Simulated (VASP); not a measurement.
Wanted: the native input for a VASP 6.6.1 run.

| Property | Result |
| --- | --- |
| Task | single point |
| Functional | PBE |
| Potentials or basis | VASP PAW PBE potentials, release 64 (Ga_d, P, As) |
| Cutoff | 520 eV |
| k mesh | 6 × 6 × 6 |
| Occupations | gaussian, width 0.1 eV |
| Spin | no spin polarisation |
| Dipole correction | no |
| Further INCAR settings | ALGO = Normal; EDIFF = 1e-07; NBANDS = 36 |

The structure of Ga3AsP2 lies in POSCAR:

```
Ga3AsP2
1.0
   -1.9753143905      1.9753143905      8.3657194432
    1.9753143905     -1.9753143905      8.3657194432
    1.9753143905      1.9753143905     -8.3657194432
Ga P As
3 2 1
Direct
    0.0000000000      0.0000000000      0.0000000000
    0.6625457862      0.6625457862      0.0000000000
    0.3374542138      0.3374542138      0.0000000000
    0.5813054090      0.0813054090      0.5000000000
    0.9186945910      0.4186945910      0.5000000000
    0.2500000000      0.7500000000      0.5000000000
```

The input as run:

INCAR

```
SYSTEM = Ga3AsP2
PREC     = Accurate       ! precision mode
ENCUT    = 520            ! plane-wave cutoff, eV
EDIFF    = 1E-7           ! SCF threshold, eV
ISMEAR   = 0              ! smearing method
SIGMA    = 0.1            ! smearing width, eV
LREAL    = .False.        ! projectors in reciprocal space
LASPH    = .True.         ! aspherical terms in the spheres
NELM     = 100            ! most SCF steps
ALGO     = Normal         ! electronic algorithm
ISIF     = 2              ! what is computed and relaxed
LWAVE    = .False.        ! write WAVECAR
LCHARG   = .False.        ! write CHGCAR
GGA      = PE             ! functional
NBANDS   = 36             ! bands
```

KPOINTS

```
regular mesh
0
Gamma
  6 6 6
  0 0 0
```

Potentials or basis: VASP PAW PBE potentials, release 64 (Ga_d, P, As).

Command:

```sh
$ cat potpaw_PBE.64/Ga_d/POTCAR potpaw_PBE.64/P/POTCAR potpaw_PBE.64/As/POTCAR > POTCAR
$ mpirun -np 1 vasp_std > vasp.out
```

It gave:

```yaml
Pressure: 0.1 GPa
Largest_force: 0.017 eV/Å
Band_gap_on_the_k_mesh: 1.05 eV
```

It took 5.6 min on 1 thread of Intel(R) Xeon(R) 6975P-C (Granite Rapids), with other jobs on the host, peak memory 0.73 GiB.
